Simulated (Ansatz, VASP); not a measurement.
## Mo3H in VASP and in Ansatz

```
CELL_PARAMETERS angstrom
-1.61283 1.61283 4.84704
1.61283 -1.61283 4.84704
1.61283 1.61283 -4.84704
ATOMIC_POSITIONS crystal
H 0.25000 0.75000 0.50000
Mo 0.65774 0.65774 0.00000
Mo 0.34226 0.34226 0.00000
Mo 0.00000 0.00000 0.00000
```

Alike in both runs: functional PBE; k mesh 8 × 8 × 8; occupations gaussian, width 0.2 eV; no spin polarisation.

Ansatz relaxed the structure, and its values are those at the end. VASP's run is a single point on that final structure, the one shown.

```csv
,VASP,Ansatz
version,VASP 6.6.1,Ansatz 0.2.0
potentials or method,"VASP PAW PBE potentials, release 64 (H, Mo_sv), cutoff 520 eV","scalar-relativistic, plane waves, PAW"
valence electrons in the cell,43,43
```

Ansatz gave:

* gap on the k mesh at the Fermi level (eV): none
* pressure (GPa): 0.0
* rms of the force components (eV/Å): 0.007

Estimate VASP's values.

gap on the k mesh at the Fermi level (eV): none; pressure (GPa): 0.4; rms of the force components (eV/Å): 0.007.

A gap of «none» marks a metal or a gap that the smearing closes. With one functional, cell and mesh, what is left measures potentials, basis and numerics.
